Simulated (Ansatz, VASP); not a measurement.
Two plane-wave programs on Ti

INCAR

```
PREC = Accurate
ENCUT = 500
EDIFF = 1E-6
ISMEAR = 0
SIGMA = 0.15
LREAL = F
LASPH = T
NELM = 120
ALGO = Normal
ISIF = 2
LWAVE = F
LCHARG = T
GGA = PE
LELF = T
LVHAR = T
NBANDS = 25
GGA_COMPAT = F
```

KPOINTS

```
Automatic mesh
0
Gamma
  12 12 14
```

File POSCAR:

```
Ti
1.0
    4.6171053002      0.0000000000      0.0000000000
   -2.3085526501      3.9985304820      0.0000000000
    0.0000000000      0.0000000000      2.8552651859
Ti
3
Direct
    0.0000000000      0.0000000000      0.0000000000
    0.3333333333      0.6666666667      0.5000000000
    0.6666666667      0.3333333333      0.5000000000
```

Input for Ansatz:

```yaml
crystal:
  lattice:
    - [4.6171053002, 0.0, 0.0]
    - [-2.3085526501, 3.998530482, 0.0]
    - [0.0, 0.0, 2.8552651859]
  atoms:
    - { symbol: Ti, position: [0.0, 0.0, 0.0] }
    - { symbol: Ti, position: [0.3333333333, 0.6666666667, 0.5] }
    - { symbol: Ti, position: [0.6666666667, 0.3333333333, 0.5] }
basis:
  ecutwfc: 520.0
kpoints:
  mp_grid: { grid: [12, 12, 14] }
hamiltonian:
  xc: pbe
  pseudopotentials: { kind: paw, azcp: { folder: soft_1 } }
scf:
  occupations: { method: gaussian, width: 0.15 }
output:
  forces: true
  stress: true
  eigenvalues: true
```

Change from the starting cell: mode 6 frozen in at +0.000 Å, equal normal strain along x, y and z +0.0083.

Alike in both runs: task single point; functional PBE; k mesh 12 × 12 × 14; occupations gaussian, width 0.15 eV; no spin polarisation.

```csv
,VASP,Ansatz
version,VASP 6.6.1,Ansatz 0.2.0
potentials or method,"VASP PAW PBE potentials, release 64 (Ti_sv), cutoff 500 eV","scalar-relativistic, plane waves, PAW"
valence electrons in the cell,36,36
```

Ansatz gave:

```
gap on the k mesh at the Fermi level (eV)                     : none
pressure (GPa)                                                : -2.7
traceless stress, the component that is largest in VASP (GPa) : -0.09
```

Task: What did VASP give for the same quantities?

Result: gap on the k mesh at the Fermi level (eV): none; pressure (GPa): -2.9; traceless stress, the component that is largest in VASP (GPa): -0.08.

A gap of «none» marks a metal or a gap that the smearing closes.
